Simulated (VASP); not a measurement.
# Hf (Im-3m) in VASP: further runs

Runs on Hf. Level: PBE. Tasks: single point, relaxation of cell and atoms.

Everything below comes from runs of VASP 6.6.1. Logs are shortened: lines on timing, memory, paths and dates and some standing lists are left out, and cuts for length are marked.

### Step 1. The cell of the first run

The structure is cubic, space group Im-3m (No. 229). The conventional cell has a = 3.547 Å, b = 3.547 Å, c = 3.547 Å, α = 90.00°, β = 90.00°, γ = 90.00°. Hf (site symmetry m-3m) has 14 Hf at 3.07 to 3.55 Å within 4.0 Å.

### Step 2. Single point, PBE

File INCAR:

```
SYSTEM = Hf
  PREC = Accurate
  ENCUT = 520
  EDIFF = 1E-7
  ISMEAR = -1
  SIGMA = 0.05
  LREAL = .False.
  LASPH = .True.
  NELM = 60
  ALGO = Normal
  ISIF = 2
  LWAVE = .False.
  LCHARG = .False.
  GGA = PE
  NBANDS = 11
```

File KPOINTS:

```
Automatic mesh
0
Gamma
  9 9 9
  0 0 0
```

File POSCAR:

```
Hf
1.0
   -1.7736934709      1.7736934709      1.7736934709
    1.7736934709     -1.7736934709      1.7736934709
    1.7736934709      1.7736934709     -1.7736934709
Hf
1
Direct
    0.0000000000      0.0000000000      0.0000000000
```

Potentials or basis: VASP PAW PBE potentials, release 64 (Hf_pv).

Started as:

```bash
cat potpaw_PBE.64/Hf_pv/POTCAR > POTCAR
mpirun -np 1 vasp_std > vasp.out
```

OUTCAR:

```text
SYSTEM = Hf
   PREC = Accurate
   ENCUT = 520
   EDIFF = 1E-7
   ISMEAR = -1
   LREAL = .False.
   LASPH = .True.
   NELM = 60
   ISIF = 2
   GGA = PE

 ion  position               nearest neighbor table
   1  0.000  0.000  0.000-

  LATTYP: Found a body centered cubic cell.
 ALAT       =     3.5473869418

  Lattice vectors:

 A1 = (  -1.7736934709,   1.7736934709,   1.7736934709)
 A2 = (   1.7736934709,  -1.7736934709,   1.7736934709)
 A3 = (   1.7736934709,   1.7736934709,  -1.7736934709)

Analysis of symmetry for initial positions (statically):
=====================================================================
 Subroutine PRICEL returns:
 Original cell was already a primitive cell.

 Routine SETGRP: Setting up the symmetry group for a
 body centered cubic supercell.

 Subroutine GETGRP returns: Found 48 space group operations
 (whereof 48 operations were pure point group operations)
 out of a pool of 48 trial point group operations.

The static configuration has the point symmetry O_h .

Analysis of symmetry for dynamics (positions and initial velocities):
=====================================================================
 Subroutine PRICEL returns:
 Original cell was already a primitive cell.

 Routine SETGRP: Setting up the symmetry group for a
 body centered cubic supercell.

 Subroutine GETGRP returns: Found 48 space group operations
 (whereof 48 operations were pure point group operations)
 out of a pool of 48 trial point group operations.

The dynamic configuration has the point symmetry O_h .

 Subroutine INISYM returns: Found 48 space group operations
 (whereof 48 operations are pure point group operations),
 and found     1 'primitive' translations

----------------------------------------------------------------------------------------

                                     Primitive cell

  volume of cell :      22.3201

  direct lattice vectors                    reciprocal lattice vectors
    -1.773693471  1.773693471  1.773693471     0.000000000  0.281897638  0.281897638
     1.773693471 -1.773693471  1.773693471     0.281897638  0.000000000  0.281897638
     1.773693471  1.773693471 -1.773693471     0.281897638  0.281897638  0.000000000

  length of vectors
     3.072127209  3.072127209  3.072127209     0.398663463  0.398663463  0.398663463

  position of ions in fractional coordinates (direct lattice)
     0.000000000  0.000000000  0.000000000

  ion indices of the primitive-cell ions
   primitive index   ion index
                 1           1

----------------------------------------------------------------------------------------

 KPOINTS: Automatic mesh

Automatic generation of k-mesh.
 Grid dimensions read from file:
 generate k-points for:    9    9    9

 Generating k-lattice:

  Cartesian coordinates                     Fractional coordinates (reciprocal lattice)
     0.000000000  0.031321960  0.031321960     0.111111111  0.000000000  0.000000000
     0.031321960  0.000000000  0.031321960     0.000000000  0.111111111  0.000000000
     0.031321960  0.031321960  0.000000000     0.000000000  0.000000000  0.111111111

  Length of vectors
     0.044295940  0.044295940  0.044295940

  Shift w.r.t. Gamma in fractional coordinates (k-lattice)
     0.000000000  0.000000000  0.000000000

 Subroutine IBZKPT returns following result:
 ===========================================

 Found     35 irreducible k-points:

 Following reciprocal coordinates:
            Coordinates               Weight
  0.000000  0.000000  0.000000      1.000000
  0.111111  0.000000  0.000000     12.000000
  0.222222  0.000000  0.000000     12.000000
  0.333333  0.000000  0.000000     12.000000
  0.444444  0.000000  0.000000     12.000000
  0.111111  0.111111  0.000000     24.000000
[... 16 lines left out ...]
 -0.333333  0.444444  0.111111     48.000000
 -0.444444 -0.444444  0.111111     24.000000
 [... further k-points ...]
   k-points           NKPTS =     35   k-points in BZ     NKDIM =     35   number of bands    NBANDS=     11
   number of dos      NEDOS =    301   number of ions     NIONS =      1
   total plane-waves  NPLWV =  13824
   dimension x,y,z NGX =    24 NGY =   24 NGZ =   24
   dimension x,y,z NGXF=    48 NGYF=   48 NGZF=   48
   ions per type =               1
   NGX,Y,Z   is equivalent  to a cutoff of  12.99, 12.99, 12.99 a.u.
   NGXF,Y,Z  is equivalent  to a cutoff of  25.97, 25.97, 25.97 a.u.
 SYSTEM =  Hf
   PREC   = accura    normal or accurate (medium, high low for compatibility)
   ISTART =      0    job   : 0-new  1-cont  2-samecut
   ICHARG =      2    charge: 1-file 2-atom 10-const
   ISPIN  =      1    spin polarized calculation?
   LNONCOLLINEAR =      F non collinear calculations
   LSORBIT =      F    spin-orbit coupling
   LASPH  =      T    aspherical Exc in radial PAW
   ENCUT  =  520.0 eV  38.22 Ry    6.18 a.u.   5.71  5.71  5.71*2*pi/ulx,y,z
   NELM   =     60;   NELMIN=  2; NELMDL= -5     # of ELM steps
   EDIFF  = 0.1E-06   stopping-criterion for ELM
   LREAL  =      F    real-space projection
   EDIFFG = 0.1E-05   stopping-criterion for IOM
   NSW    =      0    number of steps for IOM
   IBRION =     -1    ionic relax: 0-MD 1-quasi-New 2-CG
   NFREE  =      0    steps in history (QN), initial steepest desc. (CG)
   ISIF   =      2    stress and relaxation
   ISYM   =      2    0-nonsym 1-usesym 2-fastsym
   POTIM  = 0.5000    time-step for ionic-motion
   TEBEG  =    0.0;   TEEND  =   0.0 temperature during run
   PSTRESS=    0.0 pullay stress
   NELECT =      10.0000    total number of electrons
   NUPDOWN=      -1.0000    fix difference up-down
   EMIN   =  10.00;   EMAX   =-10.00  energy-range for DOS
   EFERMI =   0.00;   METHOD = LEGACY
   ISMEAR =    -1;   SIGMA  =   0.05  broadening in eV -4-tet -1-fermi 0-gaus
   EFERMI_NEDOS =   21; number of points for ismear=-14 and -15
   IALGO  =     38    algorithm
   IMIX   =      4    mixing-type and parameters
     AMIX     =   0.40;   BMIX     =  1.00
     AMIX_MAG =   1.60;   BMIX_MAG =  1.00
  volume/ion in A,a.u.               =      22.32       150.62
  Fermi-wavevector in a.u.,A,eV,Ry     =   1.252688  2.367237 21.350634  1.569227
  Thomas-Fermi vector in A             =   2.386577
   LORBIT       =      0    0 simple, 1 ext, 2 COOP (PROOUT), +10 PAW based schemes
   GGA     = PE    functional components
   LHFCALC =     F    Hartree Fock is set to
   AEXX    =    0.0000 exact exchange contribution
   IVDW    =     0    specifies the selected vdW correction
   LEPSILON=     F    determine dielectric tensor
   LRPA    =     F    only Hartree local field effects (RPA)
 non-spin polarized calculation
  energy-cutoff  :      520.00
  volume of cell :       22.32
 maximum number of plane-waves:       619
   NGX = 11   NGY = 11   NGZ = 11

 number of electron      10.0000001 magnetization

 Free energy of the ion-electron system (eV)
  ---------------------------------------------------
  ext. energy  EPLUGINS =         0.00000000
  ---------------------------------------------------
  free energy    TOTEN  =        -9.74278844 eV

  energy without entropy =       -9.72111331  energy(sigma->0) =       -9.73195087

 E-fermi :   4.6131     XC(G=0): -11.2935

 val. band max:        4.5871003862   @ k =  -0.4444   0.4444   0.1111
 cond. band min:       4.6283027629   @ k =   0.2222   0.2222   0.0000
 fundamental gap:      0.0412023767
 Fermi energy:         4.6130886654

 k-point     1 :       0.0000    0.0000    0.0000
  band No.  band energies     occupation
      1     -25.2314      2.00000
      2     -25.2314      2.00000
      3     -25.2314      2.00000
      4      -2.4531      2.00000
      5       6.1238      0.00000
      6       6.1238      0.00000
      7       6.1238      0.00000
      8       8.9104      0.00000
      9       8.9104      0.00000
     10      17.8870      0.00000
     11      17.8870      0.00000

 k-point     2 :       0.1111    0.0000    0.0000
  band No.  band energies     occupation
      1     -25.3342      2.00000
      2     -25.2635      2.00000
      3     -25.2318      2.00000
      4      -2.0028      2.00000
      5       5.8164      0.00000
      6       5.9699      0.00000
      7       6.5721      0.00000
      8       8.4929      0.00000
      9       8.9107      0.00000
     10      17.8688      0.00000
     11      18.2801      0.00000

 k-point     3 :       0.2222    0.0000    0.0000
  band No.  band energies     occupation
      1     -25.5863      2.00000
      2     -25.3439      2.00000
      3     -25.2329      2.00000
      4      -0.8124      2.00000
      5       5.1449      0.00005
      6       5.3220      0.00000
      7       7.8674      0.00000
      8       8.3334      0.00000
      9       9.0047      0.00000
     10      17.8636      0.00000
     11      18.3179      0.00000

 k-point     4 :       0.3333    0.0000    0.0000
  band No.  band energies     occupation
      1     -25.8600      2.00000
      2     -25.4337      2.00000
      3     -25.2343      2.00000
      4       0.5363      2.00000
      5       4.5085      1.78014
      6       4.8920      0.00753
      7       8.6912      0.00000
      8       9.3048      0.00000
      9       9.8256      0.00000
     10      16.6698      0.00000
     11      17.0574      0.00000
[... 239 lines left out ...]
 k-point    22 :      -0.4444    0.4444    0.1111
  band No.  band energies     occupation
      1     -26.0048      2.00000
      2     -25.5285      2.00000
      3     -25.3061      2.00000
      4       1.5780      2.00000
      5       4.5871      1.25419
      6       4.8302      0.02569
      7       7.7882      0.00000
      8      10.1849      0.00000
      9      11.7053      0.00000
     10      14.9729      0.00000
     11      16.9230      0.00000

 k-point    23 :      -0.3333    0.4444    0.1111
  band No.  band energies     occupation
      1     -25.9097      2.00000
      2     -25.5816      2.00000
      3     -25.3639      2.00000
      4       1.9820      2.00000
      5       4.0086      1.99999
      6       5.0764      0.00019
      7       7.5857      0.00000
      8       9.5466      0.00000
      9      11.3514      0.00000
     10      15.3783      0.00000
     11      17.8771      0.00000

 k-point    24 :      -0.4444   -0.4444    0.1111
  band No.  band energies     occupation
      1     -25.9714      2.00000
      2     -25.6244      2.00000
      3     -25.3633      2.00000
      4       2.2777      2.00000
      5       4.3008      1.99613
      6       4.6622      0.54460
      7       7.5498      0.00000
      8      10.3088      0.00000
      9      12.8233      0.00000
     10      13.8962      0.00000
     11      17.2656      0.00000

 [... further k-points ...]
[... 5 lines left out ...]
  --------------------------------------------------------------------------------------
  -------------------------------------------------------------------------------------
  Total       -0.0516793     -0.0516793     -0.0516793     -0.0000000     -0.0000000      0.0000000
  in kB       -3.7096398     -3.7096398     -3.7096398     -0.0000000     -0.0000000      0.0000000
  external PRESSURE =      -3.7096398 kB  Pullay stress =       0.0000000 kB

 VOLUME and BASIS-vectors are now :
 -----------------------------------------------------------------------------
  energy-cutoff  :      520.00
  volume of cell :       22.32
      direct lattice vectors                 reciprocal lattice vectors
    -1.773693471  1.773693471  1.773693471     0.000000000  0.281897638  0.281897638
     1.773693471 -1.773693471  1.773693471     0.281897638  0.000000000  0.281897638
     1.773693471  1.773693471 -1.773693471     0.281897638  0.281897638  0.000000000

 POSITION                                       TOTAL-FORCE (eV/Angst)
 -----------------------------------------------------------------------------------
      0.00000      0.00000      0.00000         0.000000     -0.000000      0.000000
 -----------------------------------------------------------------------------------
    total drift:                                0.000000      0.000000      0.000000

  FREE ENERGIE OF THE ION-ELECTRON SYSTEM (eV)
  ---------------------------------------------------
  free  energy   TOTEN  =        -9.7427884413 eV

  energy  without entropy=       -9.7211133067  energy(sigma->0) =       -9.73195087
```

It took 4.1 s on 1 thread of Intel Xeon 6975P-C, shared host; peak memory 0.14 GiB.

What came out:

```yaml
Free_energy: -9.7428 eV
Pressure: -0.4 GPa
Band_gap_on_the_k_mesh: zero (band 5 reaches 6.12 eV, above the bottom of band 6 at 3.86 eV)
```

Caveat: spin-orbit coupling is left out, which moves the levels of the heavy elements.

### Step 3. Relaxation of cell and atoms, PBE

This run uses another cell than the first one, of 23.52 Å³/atom, 1.054 times its volume.

File INCAR:

```
SYSTEM = Hf
ALGO = Normal
EDIFF = 1E-7
EDIFFG = -0.01
ENCUT = 600
GGA = PE
IBRION = 2
ISIF = 3
ISMEAR = -1
LASPH = .True.
LCHARG = .False.
LREAL = .False.
LWAVE = .False.
NELM = 80
NSW = 60
PREC = Accurate
SIGMA = 0.05
```

File KPOINTS:

```
k-points
0
Gamma
  9 9 9
  0 0 0
```

File POSCAR:

```
Hf
1.0
   -1.8050000000      1.8050000000      1.8050000000
    1.8050000000     -1.8050000000      1.8050000000
    1.8050000000      1.8050000000     -1.8050000000
Hf
1
Direct
    0.0000000000      0.0000000000      0.0000000000
```

Potentials or basis: VASP PAW PBE potentials, release 64 (Hf_pv).

Started as:

```bash
cat potpaw_PBE.64/Hf_pv/POTCAR > POTCAR
mpirun -np 1 vasp_std > vasp.out
```

Run time: 18 s. Hardware: 1 thread of Intel Xeon 6975P-C, shared host; peak memory 0.16 GiB.

It converged, with:

* Free energy: -9.7432 eV
* Relaxed volume: 22.25 Å³/atom
* Relaxed cell: a = 3.069 Å, b = 3.069 Å, c = 3.069 Å, α = 109.47°, β = 109.47°, γ = 109.47°
* Space group after relaxing (to 0.05 Å): Im-3m (No. 229)
* Energy gained by relaxing: 21.2 meV/atom
* Ionic steps: 3
* Pressure after relaxing: 0.0 GPa
* Band gap on the k mesh: zero (band 5 reaches 6.15 eV, above the bottom of band 6 at 3.89 eV)

The path:
```tsv
step	energy change (eV)	largest force (eV/Å)	pressure (GPa)	volume (Å³)
1	0.0000	0.0000	-5.06	23.52
2	-0.0015	0.0000	5.64	21.08
3	-0.0212	0.0000	-0.04	22.25
```

Final structure:
```yaml
crystal:
  lattice:
    - [-1.77171, 1.77171, 1.77171]
    - [1.77171, -1.77171, 1.77171]
    - [1.77171, 1.77171, -1.77171]
  atoms:
    - { symbol: Hf, position: [0.00000, 0.00000, 0.00000] }
```

Levels at points of the mesh, in eV from the Fermi level:
| k point | band 2 | band 3 | band 4 | band 5 | band 6 | band 7 | band 8 | band 9 |
| --- | --- | --- | --- | --- | --- | --- | --- | --- |
| (0.00, 0.00, 0.00) | -29.83 | -29.83 | -7.08 | 1.51 | 1.51 | 1.51 | 4.31 | 4.31 |

Caveat: spin-orbit coupling is left out, which moves the levels of the heavy elements.
